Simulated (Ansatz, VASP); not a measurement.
Be: VASP beside Ansatz

File INCAR:

```
SYSTEM = Be
  PREC = Accurate
  ENCUT = 520
  EDIFF = 1E-7
  ISMEAR = -1
  SIGMA = 0.03
  LREAL = .False.
  LASPH = .True.
  NELM = 100
  ALGO = Normal
  ISIF = 2
  LWAVE = .False.
  LCHARG = .False.
  GGA = PE
  NBANDS = 7
```

KPOINTS

```
Automatic mesh
0
Gamma
  23 23 23
  0 0 0
```

The input POSCAR:

```
Be
1.0
   -1.2361848083      1.2361848083      1.2361848083
    1.2361848083     -1.2361848083      1.2361848083
    1.2361848083      1.2361848083     -1.2361848083
Be
1
Direct
    0.0000000000      0.0000000000      0.0000000000
```

Input for Ansatz:

```yaml
crystal:
  lattice:
    - [-1.2361848083, 1.2361848083, 1.2361848083]
    - [1.2361848083, -1.2361848083, 1.2361848083]
    - [1.2361848083, 1.2361848083, -1.2361848083]
  atoms:
    - { symbol: Be, position: [0.0, 0.0, 0.0] }
kpoints:
  mp_grid: { grid: [23, 23, 23] }
  band_path:
    path:
      - [0.0, 0.0, 0.0]
      - [0.5, -0.5, 0.5]
      - [0.0, 0.0, 0.5]
      - [0.0, 0.0, 0.0]
      - [0.25, 0.25, 0.25]
      - [0.5, -0.5, 0.5]
      - [0.25, 0.25, 0.25]
      - [0.0, 0.0, 0.5]
    npoints: 5
scf:
  occupations: { method: fermi_dirac, width: 0.03 }
hamiltonian:
  xc: pbe
  pseudopotentials: { kind: all_electron, lapw: { basis_error: 0.00025 } }
output:
  forces: true
  stress: true
  eigenvalues: true
```

Change from the starting cell: volume scaled by 0.96.

Alike in both runs: task single point; functional PBE; k mesh 23 × 23 × 23; occupations fermi-dirac, width 0.03 eV; no spin polarisation.

```csv
,VASP,Ansatz
version,VASP 6.6.1,Ansatz 0.2.0
potentials or method,"VASP PAW PBE potentials, release 64 (Be), cutoff 520 eV","all-electron LAPW, scalar-relativistic"
```

|  | VASP | Ansatz | Ansatz less VASP |
| --- | --- | --- | --- |
| pressure (GPa) | 4.6 | 4.4 | -0.22 |

Ansatz ran all-electron here, and VASP with PAW potentials.
